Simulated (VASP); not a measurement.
# BAs (F-43m) in VASP: notebook, part 2 of 2

VASP 6.6.1. The steps go on from the part before.

### 4 Single point, PBE

This run uses another cell than the first one, of 13.01 Å³/atom.

Input file INCAR:

```
SYSTEM = BAs
PREC = Accurate ; ENCUT = 500
EDIFF = 1E-6 ; ISMEAR = 0
SIGMA = 0.01 ; LREAL = .FALSE.
LASPH = .TRUE. ; NELM = 120
ALGO = Normal ; ISIF = 2
LWAVE = .FALSE. ; LCHARG = .TRUE.
GGA = PE ; LELF = .TRUE.
LVHAR = .TRUE. ; NBANDS = 11
GGA_COMPAT = .FALSE.
```

Input file KPOINTS:

```
Automatic mesh
0
G
  8 8 8
  0 0 0
```

Input file POSCAR:

```
BAs
1.0
    0.0000000000      2.3521686272      2.3521686272
    2.3521686272      0.0000000000      2.3521686272
    2.3521686272      2.3521686272      0.0000000000
B As
1 1
Direct
    0.0000000000      0.0000000000      0.0000000000
    0.7500000000      0.7500000000      0.7500000000
```

Potentials or basis: VASP PAW PBE potentials, release 64 (B, As).

Command:

```console
> cat potpaw_PBE.64/B/POTCAR potpaw_PBE.64/As/POTCAR > POTCAR
> mpirun -np 1 vasp_std > vasp.out
```

OUTCAR:

```text
SYSTEM = BAs
   PREC = Accurate
   ENCUT = 500
   EDIFF = 1E-6
   ISMEAR = 0
   LREAL = .FALSE.
   LASPH = .TRUE.
   NELM = 120
   ISIF = 2
   GGA = PE

 ion  position               nearest neighbor table
   1  0.000  0.000  0.000-   2 2.04   2 2.04   2 2.04   2 2.04
   2  0.750  0.750  0.750-   1 2.04   1 2.04   1 2.04   1 2.04

  LATTYP: Found a face centered cubic cell.
 ALAT       =     4.7043372544

  Lattice vectors:

 A1 = (   0.0000000000,   2.3521686272,   2.3521686272)
 A2 = (   2.3521686272,   0.0000000000,   2.3521686272)
 A3 = (   2.3521686272,   2.3521686272,   0.0000000000)

Analysis of symmetry for initial positions (statically):
=====================================================================
 Subroutine PRICEL returns:
 Original cell was already a primitive cell.

 Routine SETGRP: Setting up the symmetry group for a
 face centered cubic supercell.

 Subroutine GETGRP returns: Found 24 space group operations
 (whereof 24 operations were pure point group operations)
 out of a pool of 48 trial point group operations.

The static configuration has the point symmetry T_d .

Analysis of symmetry for dynamics (positions and initial velocities):
=====================================================================
 Subroutine PRICEL returns:
 Original cell was already a primitive cell.

 Routine SETGRP: Setting up the symmetry group for a
 face centered cubic supercell.

 Subroutine GETGRP returns: Found 24 space group operations
 (whereof 24 operations were pure point group operations)
 out of a pool of 48 trial point group operations.

The dynamic configuration has the point symmetry T_d .

 Subroutine INISYM returns: Found 24 space group operations
 (whereof 24 operations are pure point group operations),
 and found     1 'primitive' translations

----------------------------------------------------------------------------------------

                                     Primitive cell

  volume of cell :      26.0277

  direct lattice vectors                    reciprocal lattice vectors
     0.000000000  2.352168627  2.352168627    -0.212569794  0.212569794  0.212569794
     2.352168627  0.000000000  2.352168627     0.212569794 -0.212569794  0.212569794
     2.352168627  2.352168627  0.000000000     0.212569794  0.212569794 -0.212569794

  length of vectors
     3.326468774  3.326468774  3.326468774     0.368181683  0.368181683  0.368181683

  position of ions in fractional coordinates (direct lattice)
     0.000000000  0.000000000  0.000000000
     0.750000000  0.750000000  0.750000000

  ion indices of the primitive-cell ions
   primitive index   ion index
                 1           1
                 2           2

----------------------------------------------------------------------------------------

 KPOINTS: Automatic mesh

Automatic generation of k-mesh.
 Grid dimensions read from file:
 generate k-points for:    8    8    8

 Generating k-lattice:

  Cartesian coordinates                     Fractional coordinates (reciprocal lattice)
    -0.026571224  0.026571224  0.026571224     0.125000000  0.000000000  0.000000000
     0.026571224 -0.026571224  0.026571224     0.000000000  0.125000000  0.000000000
     0.026571224  0.026571224 -0.026571224     0.000000000  0.000000000  0.125000000

  Length of vectors
     0.046022710  0.046022710  0.046022710

  Shift w.r.t. Gamma in fractional coordinates (k-lattice)
     0.000000000  0.000000000  0.000000000

 Subroutine IBZKPT returns following result:
 ===========================================

 Found     29 irreducible k-points:

 Following reciprocal coordinates:
            Coordinates               Weight
  0.000000  0.000000  0.000000      1.000000
  0.125000  0.000000  0.000000      8.000000
  0.250000  0.000000  0.000000      8.000000
  0.375000  0.000000  0.000000      8.000000
  0.500000  0.000000  0.000000      4.000000
  0.125000  0.125000  0.000000      6.000000
[... 16 lines left out ...]
  0.500000  0.250000  0.125000     48.000000
 -0.375000  0.250000  0.125000     24.000000
 [... further k-points ...]
   k-points           NKPTS =     29   k-points in BZ     NKDIM =     29   number of bands    NBANDS=     11
   number of dos      NEDOS =    301   number of ions     NIONS =      2
   total plane-waves  NPLWV =  13824
   dimension x,y,z NGX =    24 NGY =   24 NGZ =   24
   dimension x,y,z NGXF=    48 NGYF=   48 NGZF=   48
   ions per type =               1   1
   NGX,Y,Z   is equivalent  to a cutoff of  11.99, 11.99, 11.99 a.u.
   NGXF,Y,Z  is equivalent  to a cutoff of  23.99, 23.99, 23.99 a.u.
 SYSTEM =  BAs
   PREC   = accura    normal or accurate (medium, high low for compatibility)
   ISTART =      0    job   : 0-new  1-cont  2-samecut
   ICHARG =      2    charge: 1-file 2-atom 10-const
   ISPIN  =      1    spin polarized calculation?
   LNONCOLLINEAR =      F non collinear calculations
   LSORBIT =      F    spin-orbit coupling
   LASPH  =      T    aspherical Exc in radial PAW
   ENCUT  =  500.0 eV  36.75 Ry    6.06 a.u.   6.06  6.06  6.06*2*pi/ulx,y,z
   NELM   =    120;   NELMIN=  2; NELMDL= -5     # of ELM steps
   EDIFF  = 0.1E-05   stopping-criterion for ELM
   LREAL  =      F    real-space projection
[... 7 lines left out ...]
   TEBEG  =    0.0;   TEEND  =   0.0 temperature during run
   PSTRESS=    0.0 pullay stress
   NELECT =       8.0000    total number of electrons
   NUPDOWN=      -1.0000    fix difference up-down
   EMIN   =  10.00;   EMAX   =-10.00  energy-range for DOS
   EFERMI =   0.00;   METHOD = LEGACY
   ISMEAR =     0;   SIGMA  =   0.01  broadening in eV -4-tet -1-fermi 0-gaus
   EFERMI_NEDOS =   21; number of points for ismear=-14 and -15
   IALGO  =     38    algorithm
   IMIX   =      4    mixing-type and parameters
     AMIX     =   0.40;   BMIX     =  1.00
     AMIX_MAG =   1.60;   BMIX_MAG =  1.00
  volume/ion in A,a.u.               =      13.01        87.82
  Fermi-wavevector in a.u.,A,eV,Ry     =   1.104824  2.087814 16.607758  1.220636
  Thomas-Fermi vector in A             =   2.241302
   LORBIT       =      0    0 simple, 1 ext, 2 COOP (PROOUT), +10 PAW based schemes
   GGA     = PE    functional components
   LHFCALC =     F    Hartree Fock is set to
   AEXX    =    0.0000 exact exchange contribution
   IVDW    =     0    specifies the selected vdW correction
   LEPSILON=     F    determine dielectric tensor
   LRPA    =     F    only Hartree local field effects (RPA)
 non-spin polarized calculation
 Gauss-broadening in eV      SIGMA  =   0.01
  energy-cutoff  :      500.00
  volume of cell :       26.03
 maximum number of plane-waves:       684
   NGX = 13   NGY = 13   NGZ = 13

 number of electron       8.0000001 magnetization

 Free energy of the ion-electron system (eV)
  ---------------------------------------------------
  ext. energy  EPLUGINS =         0.00000000
  ---------------------------------------------------
  free energy    TOTEN  =       -11.35035262 eV

  energy without entropy =      -11.35035262  energy(sigma->0) =      -11.35035262

 E-fermi :   6.7453     XC(G=0): -10.7842

 val. band max:        6.6449494864   @ k =   0.0000   0.0000   0.0000
 cond. band min:       7.7879894383   @ k =   0.3750   0.3750   0.0000
 fundamental gap:      1.1430399518
 Fermi energy:         6.7453092668

 k-point     1 :       0.0000    0.0000    0.0000
  band No.  band energies     occupation
      1      -9.1853      2.00000
      2       6.6449      2.00000
      3       6.6449      2.00000
      4       6.6449      2.00000
      5       9.9804      0.00000
      6       9.9804      0.00000
      7       9.9804      0.00000
      8      11.9244      0.00000
      9      16.4579      0.00000
     10      19.7836      0.00000
     11      19.7836      0.00000
[... 309 lines left out ...]
 k-point    24 :      -0.3750    0.2500    0.1250
  band No.  band energies     occupation
      1      -5.5380      2.00000
      2      -1.9453      2.00000
      3       1.9097      2.00000
      4       3.4150      2.00000
      5      10.6826      0.00000
      6      11.5411      0.00000
      7      14.3598      0.00000
      8      15.9507      0.00000
      9      17.2076      0.00000
     10      21.1355      0.00000
     11      22.2274      0.00000

 [... further k-points ...]

------------------------ aborting loop because EDIFF is reached ----------------------------------------

  FORCE on cell =-STRESS in cart. coord.  units (eV):
  Direction    XX          YY          ZZ          XY          YZ          ZX
  --------------------------------------------------------------------------------------
  -------------------------------------------------------------------------------------
  Total        1.7535307      1.7535307      1.7535307     -0.0000000     -0.0000000     -0.0000000
  in kB      107.9415379    107.9415379    107.9415379     -0.0000000     -0.0000000     -0.0000000
  external PRESSURE =     107.9415379 kB  Pullay stress =       0.0000000 kB

 VOLUME and BASIS-vectors are now :
 -----------------------------------------------------------------------------
  energy-cutoff  :      500.00
  volume of cell :       26.03
      direct lattice vectors                 reciprocal lattice vectors
     0.000000000  2.352168627  2.352168627    -0.212569794  0.212569794  0.212569794
     2.352168627  0.000000000  2.352168627     0.212569794 -0.212569794  0.212569794
     2.352168627  2.352168627  0.000000000     0.212569794  0.212569794 -0.212569794

 POSITION                                       TOTAL-FORCE (eV/Angst)
 -----------------------------------------------------------------------------------
      0.00000      0.00000      0.00000         0.000000      0.000000      0.000000
      3.52825      3.52825      3.52825        -0.000000     -0.000000     -0.000000
 -----------------------------------------------------------------------------------
    total drift:                               -0.000000     -0.000000     -0.000000

  FREE ENERGIE OF THE ION-ELECTRON SYSTEM (eV)
  ---------------------------------------------------
  free  energy   TOTEN  =       -11.3503526242 eV

  energy  without entropy=      -11.3503526242  energy(sigma->0) =      -11.35035262
```

Run time: 3.7 s. Hardware: 1 thread of Intel Xeon 6975P-C (Granite Rapids), shared host; peak memory 0.14 GiB.

What came out:

```
Free energy            : -11.3504 eV
Pressure               : 10.8 GPa
Band gap on the k mesh : 1.14 eV (least direct gap 3.34 eV)
```

Caveat: the cell stands under pressure.

### 5 Single point, PBE

This run uses another cell than the first one, of 13.90 Å³/atom.

Input file INCAR:

```
SYSTEM = BAs
PREC = Accurate
ENCUT = 500
EDIFF = 1E-6
ISMEAR = 0
SIGMA = 0.01
LREAL = .False.
LASPH = .True.
NELM = 120
ALGO = Normal
ISIF = 2
LWAVE = .False.
LCHARG = .False.
GGA = PE
NBANDS = 11
GGA_COMPAT = .False.
```

Input file KPOINTS:

```
Automatic mesh
0
Gamma
  8 8 8
  0 0 0
```

Input file POSCAR:

```
BAs
1.0
    0.0000000000      2.4044093165      2.4044093165
    2.4044093165      0.0000000000      2.4044093165
    2.4044093165      2.4044093165      0.0000000000
B As
1 1
Direct
    0.0000000000      0.0000000000      0.0000000000
    0.7500000000      0.7500000000      0.7500000000
```

Command:

```console
> cat potpaw_PBE.64/B/POTCAR potpaw_PBE.64/As/POTCAR > POTCAR
> mpirun -np 1 vasp_std > vasp.out
```

Wall time 5.2 s (1 thread of Intel Xeon 6975P-C (Granite Rapids), shared host); peak memory 0.16 GiB.

It converged, with:

```
Free energy            : -11.4109 eV
Pressure               : 0.6 GPa
Band gap on the k mesh : 1.21 eV (least direct gap 3.25 eV)
```

Levels at points of the mesh, in eV from the valence-band top:
```tsv
k point	band 1	band 2	band 3	band 4	band 5	band 6	band 7	band 8	band 9
(0.00, 0.00, 0.00)	-15.22	0.00	0.00	0.00	3.25	3.25	3.25	4.43	9.49
(0.50, 0.00, 0.00)	-12.42	-8.64	-1.79	-1.79	2.58	4.76	4.76	8.82	12.57
(0.50, 0.50, 0.00)	-11.14	-8.42	-4.00	-4.00	1.45	1.46	11.18	11.18	12.69
```

A k mesh can miss the band edges. Expect the measured gap to be larger: semilocal functionals such as PBE lack the derivative discontinuity.

### 6 The runs side by side

| cell | gap on the mesh (eV) | pressure (GPa) |
| --- | --- | --- |
| a = 3.268 Å, angles 60.0°, 2 atoms | 1.09 | 21.1 |
| a = 3.361 Å, angles 60.0°, 2 atoms | 1.17 | 5.7 |
| a = 3.326 Å, angles 60.0°, 2 atoms | 1.14 | 10.8 |
| a = 3.400 Å, angles 60.0°, 2 atoms | 1.21 | 0.6 |

Alike in all rows: task single point; level PBE; potentials or basis VASP PAW PBE potentials, release 64 (B, As); no spin polarisation; k mesh 8 × 8 × 8; cutoff (eV) 500; smearing gaussian 0.01 eV.

Caveats: the cell stands under pressure (at least some runs).

Absolute energies hang on the potentials; compare differences alone.
